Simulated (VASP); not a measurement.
Set up this calculation in VASP 6.6.1, as the native input.

- Task: single point
- Functional: PBEsol
- Potentials or basis: VASP PAW PBE potentials, release 64 (C, O)
- Cutoff: 520 eV
- k mesh: 2 × 2 × 1
- Occupations: fermi-dirac, width 0.02 eV
- Spin: no spin polarisation
- Dipole correction: no
- Further INCAR settings: LREAL = Auto; ALGO = Normal; EDIFF = 1e-07; NBANDS = 57

The structure of C19O lies in POSCAR:

```
C19O
1.0
    7.3980000000      0.0000000000      0.0000000000
   -3.6990000000      6.4068560000      0.0000000000
    0.0000000000      0.0000000000     11.0000000000
C O
19 1
Direct
    0.0139919082      0.0105728485      0.0787667574
    0.2351620554      0.1211310345      0.0787707784
    0.0121339161      0.3441901414      0.0788387599
    0.2370071918      0.4565985400      0.0788458976
    0.0142412815      0.6793785900      0.0788201778
    0.2348587962      0.7896920699      0.0788340636
    0.3454827784      0.0108449394      0.0787700573
    0.5703531250      0.1233106550      0.0787409259
    0.3475895588      0.3459963321      0.0787166232
    0.5682325185      0.4563034854      0.0786134684
    0.3473191173      0.6772684045      0.0788335379
    0.5685048390      0.7878625506      0.0786884866
    0.6809631253      0.0127429432      0.0787457034
    0.9015881358      0.1230509124      0.0787744625
    0.6806799539      0.3439245723      0.0786899062
    0.9018242757      0.4545193252      0.0788107284
    0.6788199022      0.6775277417      0.0786058173
    0.9036746369      0.7899347879      0.0787098148
    0.6264075680      0.5639933553      0.3764385433
    0.4879142159      0.5747034707      0.4114401904
```

The input as run:

INCAR

```
ALGO = Normal
EDIFF = 1E-7
ENCUT = 520
GGA = PS
ISIF = 2
ISMEAR = -1
LASPH = T
LCHARG = F
LREAL = Auto
LWAVE = F
NBANDS = 57
NELM = 80
PREC = Accurate
SIGMA = 0.02
```

KPOINTS

```
k-points
0
Gamma
  2 2 1
```

Potentials or basis: VASP PAW PBE potentials, release 64 (C, O).

Run with:

```sh
$ cat potpaw_PBE.64/C/POTCAR potpaw_PBE.64/O/POTCAR > POTCAR
$ mpirun -np 1 vasp_std > vasp.out
```

Results of the run:

The largest force is 0.996 eV/Å. The band gap on the k mesh is 0.21 eV.

Caveat: the k points lie up to 0.49 Å⁻¹ apart; the PAW data sets were made with another functional, which shifts forces and pressure a little.

It took 3.2 min on 1 thread of AMD EPYC 9R45 96-Core Processor (Zen 5) (shared host), peak memory 0.55 GiB.
